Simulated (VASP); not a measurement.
Wanted: the native input for a VASP 6.6.1 run.

```
Task                   : relaxation of cell and atoms
Functional             : PBE
Potentials or basis    : VASP PAW PBE potentials, release 64 (Pt, Se)
Cutoff                 : 600 eV
k mesh                 : 10 × 10 × 10
Occupations            : gaussian, width 0.1 eV
Spin                   : no spin polarisation
Dipole correction      : no
Further INCAR settings : ALGO = Normal; EDIFF = 1e-07; IBRION = 2; EDIFFG = -0.01; NSW = 100; ISIF = 3
```

The structure of PtSe3 lies in POSCAR:

```
PtSe3
1.0
    4.2443044550      0.0000000000      0.0000000000
    0.0000000000      4.2443044550      0.0000000000
    0.0000000000      0.0000000000      4.2443044550
Pt Se
1 3
Direct
    0.0000000000      0.0000000000      0.0000000000
    0.0000000000      0.5000000000      0.5000000000
    0.5000000000      0.0000000000      0.5000000000
    0.5000000000      0.5000000000      0.0000000000
```

These files were run (other wordings do the same):

INCAR

```
PREC = Accurate
ENCUT = 600
EDIFF = 1E-7
ISMEAR = 0
SIGMA = 0.1
LREAL = F
LASPH = T
NELM = 60
ALGO = Normal
ISIF = 3
LWAVE = F
LCHARG = F
GGA = PE
IBRION = 2
NSW = 100
EDIFFG = -0.01
```

KPOINTS

```
Automatic mesh
0
Gamma
  10 10 10
```

Potentials or basis: VASP PAW PBE potentials, release 64 (Pt, Se).

Command:

```sh
$ cat potpaw_PBE.64/Pt/POTCAR potpaw_PBE.64/Se/POTCAR > POTCAR
$ mpirun -np 1 vasp_std > vasp.out
```

It gave:

| Property | Result |
| --- | --- |
| Relaxed volume | 19.07 Å³/atom |
| Relaxed cell | a = 4.241 Å, b = 4.241 Å, c = 4.241 Å, α = 90.00°, β = 90.00°, γ = 90.00° |
| Space group after relaxing (to 0.1 Å) | Pm-3m (No. 221) |
| Energy gained by relaxing | 0.0 meV/atom |
| Ionic steps | 3 |
| Pressure after relaxing | 0.0 GPa |
| Band gap on the k mesh | zero (bands 14 and 15 overlap by 2.83 eV) |

Caveat: spin-orbit coupling is left out, which moves the levels of the heavy elements.

Wall time 3.8 min on 1 thread of Intel Xeon 8259CL, on a shared host, peak memory 0.28 GiB.
